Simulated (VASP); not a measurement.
**CuI: single point with PBEsol**

Crystal: CuI.

```xyz
2
Lattice="0.0000 3.1125 2.8621 2.8621 0.0000 2.8621 2.8621 3.1125 0.0000" Properties=species:S:1:pos:R:3 pbc="T T T"
Cu    0.0000    0.0000    0.0000
I     2.8621    3.1125    2.8621
```

This cell differs from its parent crystal: strain +0.0875 x Voigt [0, 1, 0, 0, 0, 0].

| Item | Value |
| --- | --- |
| Program | VASP 6.6.1 |
| Task | single point |
| Functional | PBEsol |
| Potentials or basis | VASP PAW PBE potentials, release 64 (Cu, I) |
| Cutoff | 520 eV |
| k mesh | 14 × 14 × 14 |
| Occupations | gaussian, width 0.15 eV |
| Spin | no spin polarisation |

The pressure is -5.6 GPa. The band gap on the k mesh is zero (band 9 reaches 5.22 eV, above the bottom of band 10 at 4.61 eV).

Stress tensor (GPa, compression positive):
```
-5.77  0.00  0.00
 0.00 -5.27  0.00
 0.00  0.00 -5.77
```

Levels at points of the mesh, in eV from the Fermi level:
| k point | band 6 | band 7 | band 8 | band 9 | band 10 | band 11 | band 12 | band 13 |
| --- | --- | --- | --- | --- | --- | --- | --- | --- |
| (0.00, 0.00, 0.00) | -1.79 | -1.75 | -1.75 | -1.64 | 0.44 | 6.93 | 7.30 | 7.41 |
| (0.50, 0.00, 0.00) | -1.61 | -1.52 | -0.34 | 0.06 | 2.61 | 4.19 | 4.69 | 5.17 |
| (0.50, 0.50, 0.00) | -1.69 | -1.57 | -1.56 | -1.48 | -0.56 | 4.33 | 8.25 | 9.75 |
| (0.50, 0.00, 0.50) | -1.80 | -1.54 | -1.54 | -1.44 | -0.23 | 4.66 | 8.85 | 9.69 |

It took 2.3 min on 1 thread of Intel(R) Xeon(R) Platinum 8259CL CPU @ 2.50GHz (Skylake/Cascade Lake), with other jobs on the host, peak memory 0.34 GiB.

Caveat: the cell differs from its parent crystal (strain +0.0875 x Voigt [0, 1, 0, 0, 0, 0]); the PAW data sets were made with another functional, which shifts forces and pressure a little; spin-orbit coupling is left out, which moves the levels of the heavy elements; semilocal functionals often make such compounds metallic where correlation or magnetic order opens a gap, which also shifts bond lengths.
